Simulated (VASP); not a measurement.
# Cs (Im-3m) in VASP: a series of runs

Cs is run at these levels: PBE; tasks: relaxation of cell and atoms.

Program: VASP 6.6.1. These are calculated values, not measurements. Logs are shortened: lines on timing, memory, paths and dates and some standing lists are left out, and cuts for length are marked.

**1. The cell of the first run**

Symmetry: Im-3m, No. 229, cubic system. Conventional cell: a = 6.070 Å, b = 6.070 Å, c = 6.070 Å, α = 90.00°, β = 90.00°, γ = 90.00°.

**2. Relaxation of cell and atoms, PBE**

INCAR reads:

```
PREC = Accurate ; ENCUT = 500
EDIFF = 1E-7 ; ISMEAR = -1
SIGMA = 0.1 ; LREAL = False
LASPH = True ; NELM = 120
ALGO = Normal ; ISIF = 3
LWAVE = False ; LCHARG = False
GGA = PE ; IBRION = 2
NSW = 80 ; EDIFFG = -0.01
GGA_COMPAT = False ; NELMIN = 4
```

KPOINTS reads:

```
Automatic mesh
0
Gamma
  10 10 10
```

POSCAR reads:

```
Cs
1.0
   -3.0350000000      3.0350000000      3.0350000000
    3.0350000000     -3.0350000000      3.0350000000
    3.0350000000      3.0350000000     -3.0350000000
Cs
1
Direct
    0.0000000000      0.0000000000      0.0000000000
```

Potentials or basis: VASP PAW PBE potentials, release 64 (Cs_sv).

On the command line:

```bash
cat potpaw_PBE.64/Cs_sv/POTCAR > POTCAR
mpirun -np 1 vasp_std > vasp.out
```

OUTCAR:

```text
PREC = Accurate
   ENCUT = 500
   EDIFF = 1E-7
   ISMEAR = -1
   LREAL = False
   LASPH = True
   NELM = 120
   ISIF = 3
   GGA = PE
   IBRION = 2
   NSW = 80
   EDIFFG = -0.01
   NELMIN = 4

 ion  position               nearest neighbor table
   1  0.000  0.000  0.000-

  LATTYP: Found a body centered cubic cell.
 ALAT       =     6.0700000000

  Lattice vectors:

 A1 = (  -3.0350000000,   3.0350000000,   3.0350000000)
 A2 = (   3.0350000000,  -3.0350000000,   3.0350000000)
 A3 = (   3.0350000000,   3.0350000000,  -3.0350000000)

Analysis of symmetry for initial positions (statically):
=====================================================================
 Subroutine PRICEL returns:
 Original cell was already a primitive cell.

 Routine SETGRP: Setting up the symmetry group for a
 body centered cubic supercell.

 Subroutine GETGRP returns: Found 48 space group operations
 (whereof 48 operations were pure point group operations)
 out of a pool of 48 trial point group operations.

The static configuration has the point symmetry O_h .

Analysis of symmetry for dynamics (positions and initial velocities):
=====================================================================
 Subroutine PRICEL returns:
 Original cell was already a primitive cell.

 Routine SETGRP: Setting up the symmetry group for a
 body centered cubic supercell.

 Subroutine GETGRP returns: Found 48 space group operations
 (whereof 48 operations were pure point group operations)
 out of a pool of 48 trial point group operations.

The dynamic configuration has the point symmetry O_h .

 Subroutine INISYM returns: Found 48 space group operations
 (whereof 48 operations are pure point group operations),
 and found     1 'primitive' translations

----------------------------------------------------------------------------------------

                                     Primitive cell

  volume of cell :     111.8243

  direct lattice vectors                    reciprocal lattice vectors
    -3.035000000  3.035000000  3.035000000     0.000000000  0.164744646  0.164744646
     3.035000000 -3.035000000  3.035000000     0.164744646  0.000000000  0.164744646
     3.035000000  3.035000000 -3.035000000     0.164744646  0.164744646  0.000000000

  length of vectors
     5.256774201  5.256774201  5.256774201     0.232984112  0.232984112  0.232984112

  position of ions in fractional coordinates (direct lattice)
     0.000000000  0.000000000  0.000000000

  ion indices of the primitive-cell ions
   primitive index   ion index
                 1           1

----------------------------------------------------------------------------------------

 KPOINTS: Automatic mesh

Automatic generation of k-mesh.
 Grid dimensions read from file:
 generate k-points for:   10   10   10

 Generating k-lattice:

  Cartesian coordinates                     Fractional coordinates (reciprocal lattice)
     0.000000000  0.016474465  0.016474465     0.100000000  0.000000000  0.000000000
     0.016474465  0.000000000  0.016474465     0.000000000  0.100000000  0.000000000
     0.016474465  0.016474465  0.000000000     0.000000000  0.000000000  0.100000000

  Length of vectors
     0.023298411  0.023298411  0.023298411

  Shift w.r.t. Gamma in fractional coordinates (k-lattice)
     0.000000000  0.000000000  0.000000000

 Subroutine IBZKPT returns following result:
 ===========================================

 Found     47 irreducible k-points:

 Following reciprocal coordinates:
            Coordinates               Weight
  0.000000  0.000000  0.000000      1.000000
  0.100000  0.000000  0.000000     12.000000
  0.200000  0.000000  0.000000     12.000000
  0.300000  0.000000  0.000000     12.000000
  0.400000  0.000000  0.000000     12.000000
  0.500000  0.000000  0.000000      6.000000
[... 16 lines left out ...]
  0.300000  0.300000  0.100000      8.000000
 -0.300000  0.300000  0.100000     24.000000
 [... further k-points ...]
   k-points           NKPTS =     47   k-points in BZ     NKDIM =     47   number of bands    NBANDS=      8
   number of dos      NEDOS =    301   number of ions     NIONS =      1
   total plane-waves  NPLWV =  64000
   dimension x,y,z NGX =    40 NGY =   40 NGZ =   40
   dimension x,y,z NGXF=    80 NGYF=   80 NGZF=   80
   ions per type =               1
   NGX,Y,Z   is equivalent  to a cutoff of  12.65, 12.65, 12.65 a.u.
   NGXF,Y,Z  is equivalent  to a cutoff of  25.30, 25.30, 25.30 a.u.
 SYSTEM =  unknown system
   PREC   = accura    normal or accurate (medium, high low for compatibility)
   ISTART =      0    job   : 0-new  1-cont  2-samecut
   ICHARG =      2    charge: 1-file 2-atom 10-const
   ISPIN  =      1    spin polarized calculation?
   LNONCOLLINEAR =      F non collinear calculations
   LSORBIT =      F    spin-orbit coupling
   LASPH  =      T    aspherical Exc in radial PAW
   ENCUT  =  500.0 eV  36.75 Ry    6.06 a.u.   9.58  9.58  9.58*2*pi/ulx,y,z
   NELM   =    120;   NELMIN=  4; NELMDL= -5     # of ELM steps
   EDIFF  = 0.1E-06   stopping-criterion for ELM
   LREAL  =      F    real-space projection
   EDIFFG = -.1E-01   stopping-criterion for IOM
   NSW    =     80    number of steps for IOM
   IBRION =      2    ionic relax: 0-MD 1-quasi-New 2-CG
   NFREE  =      1    steps in history (QN), initial steepest desc. (CG)
   ISIF   =      3    stress and relaxation
   ISYM   =      2    0-nonsym 1-usesym 2-fastsym
   POTIM  = 0.5000    time-step for ionic-motion
   TEBEG  =    0.0;   TEEND  =   0.0 temperature during run
   PSTRESS=    0.0 pullay stress
   NELECT =       9.0000    total number of electrons
   NUPDOWN=      -1.0000    fix difference up-down
   EMIN   =  10.00;   EMAX   =-10.00  energy-range for DOS
   EFERMI =   0.00;   METHOD = LEGACY
   ISMEAR =    -1;   SIGMA  =   0.10  broadening in eV -4-tet -1-fermi 0-gaus
   EFERMI_NEDOS =   21; number of points for ismear=-14 and -15
   IALGO  =     38    algorithm
   IMIX   =      4    mixing-type and parameters
     AMIX     =   0.40;   BMIX     =  1.00
     AMIX_MAG =   1.60;   BMIX_MAG =  1.00
  volume/ion in A,a.u.               =     111.82       754.63
  Fermi-wavevector in a.u.,A,eV,Ry     =   0.706822  1.335701  6.797442  0.499598
  Thomas-Fermi vector in A             =   1.792706
   LORBIT       =      0    0 simple, 1 ext, 2 COOP (PROOUT), +10 PAW based schemes
   GGA     = PE    functional components
   LHFCALC =     F    Hartree Fock is set to
   AEXX    =    0.0000 exact exchange contribution
   IVDW    =     0    specifies the selected vdW correction
   LEPSILON=     F    determine dielectric tensor
   LRPA    =     F    only Hartree local field effects (RPA)
 conjugate gradient relaxation of ions
 non-spin polarized calculation
  energy-cutoff  :      500.00
  volume of cell :      111.82
 maximum number of plane-waves:      2899
 NGX is ok and might be reduce to    40
   NGX = 19   NGY = 19   NGZ = 19

--------------------------------------- Ionic step        1  -------------------------------------------

 number of electron       8.9999999 magnetization

 Free energy of the ion-electron system (eV)
  ---------------------------------------------------
  ext. energy  EPLUGINS =         0.00000000
  ---------------------------------------------------
  free energy    TOTEN  =        -0.86948921 eV

  energy without entropy =       -0.82740275  energy(sigma->0) =       -0.84844598

------------------------ aborting loop because EDIFF is reached ----------------------------------------

  FORCE on cell =-STRESS in cart. coord.  units (eV):
  Direction    XX          YY          ZZ          XY          YZ          ZX
  --------------------------------------------------------------------------------------
  -------------------------------------------------------------------------------------
  Total        0.0601791      0.0601791      0.0601791     -0.0000000     -0.0000000      0.0000000
  in kB        0.8622246      0.8622246      0.8622246     -0.0000000     -0.0000000      0.0000000
  external PRESSURE =       0.8622246 kB  Pullay stress =       0.0000000 kB
[... 90 lines left out ...]
  energy  without entropy=       -0.8286172514  energy(sigma->0) =       -0.84965234

--------------------------------------- Ionic step        4  -------------------------------------------

 number of electron       9.0000002 magnetization

 Free energy of the ion-electron system (eV)
  ---------------------------------------------------
  ext. energy  EPLUGINS =         0.00000000
  ---------------------------------------------------
  free energy    TOTEN  =        -0.87071801 eV

  energy without entropy =       -0.82864567  energy(sigma->0) =       -0.84968184

 E-fermi :   0.4138     XC(G=0):  -5.3724

 val. band max:        0.3899067337   @ k =  -0.3000   0.3000   0.3000
 cond. band min:       0.4424118896   @ k =   0.3000   0.2000   0.0000
 fundamental gap:      0.0525051559
 Fermi energy:         0.4137623073

 k-point     1 :       0.0000    0.0000    0.0000
  band No.  band energies     occupation
      1     -23.4439      2.00000
      2     -10.1893      2.00000
      3     -10.1893      2.00000
      4     -10.1893      2.00000
      5      -1.2436      2.00000
      6       2.9053      0.00000
      7       2.9053      0.00000
      8       2.9053      0.00000
[... 243 lines left out ...]
 k-point    24 :      -0.3000    0.3000    0.1000
  band No.  band energies     occupation
      1     -23.4393      2.00000
      2     -10.2743      2.00000
      3     -10.2226      2.00000
      4     -10.1993      2.00000
      5      -0.2608      1.99765
      6       1.9180      0.00000
      7       2.3659      0.00000
      8       3.1538      0.00000

 [... further k-points ...]

------------------------ aborting loop because EDIFF is reached ----------------------------------------

  FORCE on cell =-STRESS in cart. coord.  units (eV):
  Direction    XX          YY          ZZ          XY          YZ          ZX
  --------------------------------------------------------------------------------------
  -------------------------------------------------------------------------------------
  Total       -0.0003887     -0.0003887     -0.0003887      0.0000000     -0.0000000      0.0000000
  in kB       -0.0053416     -0.0053416     -0.0053416      0.0000000     -0.0000000      0.0000000
  external PRESSURE =      -0.0053416 kB  Pullay stress =       0.0000000 kB
[... 16 lines left out ...]
  FREE ENERGIE OF THE ION-ELECTRON SYSTEM (eV)
  ---------------------------------------------------
  free  energy   TOTEN  =        -0.8707180076 eV

  energy  without entropy=       -0.8286456694  energy(sigma->0) =       -0.84968184

 reached required accuracy - stopping structural energy minimisation
```

It took 52 s on 1 thread of Intel Xeon 6975P-C (Granite Rapids), shared host; peak memory 0.26 GiB.

What came out:

```yaml
Free_energy: -0.8707 eV
Relaxed_volume: 116.58 Å³/atom
Relaxed_cell: a = 5.330 Å, b = 5.330 Å, c = 5.330 Å, α = 109.47°, β = 109.47°, γ = 109.47°
Space_group_after_relaxing_to_0.1_Å: Im-3m (No. 229)
Energy_gained_by_relaxing: 1.2 meV/atom
Ionic_steps: 4
Pressure_after_relaxing: 0.0 GPa
Band_gap_on_the_k_mesh: zero (an odd number of electrons rules out a gap without spin polarisation)
```

Step by step:
```csv
step,energy change (eV),largest force (eV/Å),pressure (GPa),volume (Å³)
1,0.0000,0.0000,0.09,111.82
2,-0.0005,0.0000,0.07,112.80
3,-0.0012,0.0000,0.01,115.77
4,-0.0012,0.0000,0.00,116.58
```

Final structure:
```xyz
1
Lattice="-3.0774 3.0774 3.0774 3.0774 -3.0774 3.0774 3.0774 3.0774 -3.0774" Properties=species:S:1:pos:R:3 pbc="T T T"
Cs   -3.0774    3.0774    3.0774
```

Levels at points of the mesh, in eV from the Fermi level:
| k point | band 1 | band 2 | band 3 | band 4 | band 5 | band 6 | band 7 | band 8 |
| --- | --- | --- | --- | --- | --- | --- | --- | --- |
| (0.00, 0.00, 0.00) | -23.86 | -10.60 | -10.60 | -10.60 | -1.66 | 2.49 | 2.49 | 2.49 |
| (0.50, 0.00, 0.00) | -23.85 | -10.73 | -10.65 | -10.60 | 0.05 | 0.87 | 1.65 | 3.17 |
| (0.50, 0.50, 0.50) | -23.85 | -10.70 | -10.70 | -10.70 | 0.67 | 0.67 | 2.98 | 2.98 |

Caveat: spin-orbit coupling is left out, which moves the levels of the heavy elements.

**3. Relaxation of cell and atoms, PBE, target pressure 10 GPa, at which the enthalpy is minimised**

INCAR reads:

```
SYSTEM = Cs
PREC     = Accurate       ! precision mode
ENCUT    = 500            ! plane-wave cutoff, eV
EDIFF    = 1E-7           ! SCF threshold, eV
ISMEAR   = -1             ! smearing method
SIGMA    = 0.1            ! smearing width, eV
LREAL    = .FALSE.        ! projectors in reciprocal space
LASPH    = .TRUE.         ! aspherical terms in the spheres
NELM     = 120            ! most SCF steps
ALGO     = Normal         ! electronic algorithm
ISIF     = 3              ! what is computed and relaxed
LWAVE    = .FALSE.        ! write WAVECAR
LCHARG   = .FALSE.        ! write CHGCAR
GGA      = PE             ! functional
IBRION   = 2              ! ionic algorithm
NSW      = 80             ! ionic steps
EDIFFG   = -0.01          ! ionic threshold
PSTRESS  = 100.0        
GGA_COMPAT= .FALSE.      
NELMIN   = 4
```

KPOINTS reads:

```
regular mesh
0
G
  10 10 10
  0 0 0
```

POSCAR is that of step 2.

Potentials or basis: VASP PAW PBE potentials, release 64 (Cs_sv).

On the command line:

```bash
cat potpaw_PBE.64/Cs_sv/POTCAR > POTCAR
mpirun -np 1 vasp_std > vasp.out
```

Wall time 44 s (1 thread of Intel Xeon 6975P-C (Granite Rapids), shared host); peak memory 0.26 GiB.

Results (log left out):

```yaml
Free_energy: 0.4184 eV
Relaxed_volume: 35.92 Å³/atom
Relaxed_cell: a = 3.600 Å, b = 3.600 Å, c = 3.600 Å, α = 109.47°, β = 109.47°, γ = 109.47°
Space_group_after_relaxing_to_0.1_Å: Im-3m (No. 229)
Energy_change_on_relaxing_the_run_minimises_the_enthalpy: +1287.9 meV/atom
Ionic_steps: 3
Pressure_after_relaxing: 10.0 GPa
Band_gap_on_the_k_mesh: zero (an odd number of electrons rules out a gap without spin polarisation)
```

The path:
| step | energy change (eV) | largest force (eV/Å) | pressure (GPa) | volume (Å³) |
| --- | --- | --- | --- | --- |
| 1 | 0.0000 | 0.0000 | 0.09 | 111.82 |
| 2 | 1.4869 | 0.0000 | 12.32 | 33.06 |
| 3 | 1.2879 | 0.0000 | 10.03 | 35.92 |

Final structure:
```cif
data_structure
_symmetry_space_group_name_H-M 'P 1'
_symmetry_Int_Tables_number 1
_cell_length_a 3.6001
_cell_length_b 3.6001
_cell_length_c 3.6001
_cell_angle_alpha 109.471
_cell_angle_beta 109.471
_cell_angle_gamma 109.471
_cell_volume 35.92
loop_
_atom_site_label
_atom_site_type_symbol
_atom_site_fract_x
_atom_site_fract_y
_atom_site_fract_z
_atom_site_occupancy
Cs1 Cs 0.00000 0.00000 0.00000 1
```

Levels at points of the mesh, in eV from the Fermi level:
```
           k point  band 1  band 2  band 3  band 4  band 5  band 6  band 7  band 8
(0.00, 0.00, 0.00)  -24.52   -9.47   -9.47   -9.47   -1.44    3.13    3.13    3.13
(0.50, 0.00, 0.00)  -23.86  -12.66  -10.42   -9.59   -0.99    0.82    5.53    6.12
(0.50, 0.50, 0.50)  -23.43  -11.53  -11.53  -11.53   -1.62   -1.62    9.05    9.05
```

Caveat: the cell is relaxed towards a set pressure, so the run minimises the enthalpy, not the energy; the volume moved by over 15 % at a fixed basis, so the end points are rough; spin-orbit coupling is left out, which moves the levels of the heavy elements.

(Continued in part 2 of 2.)
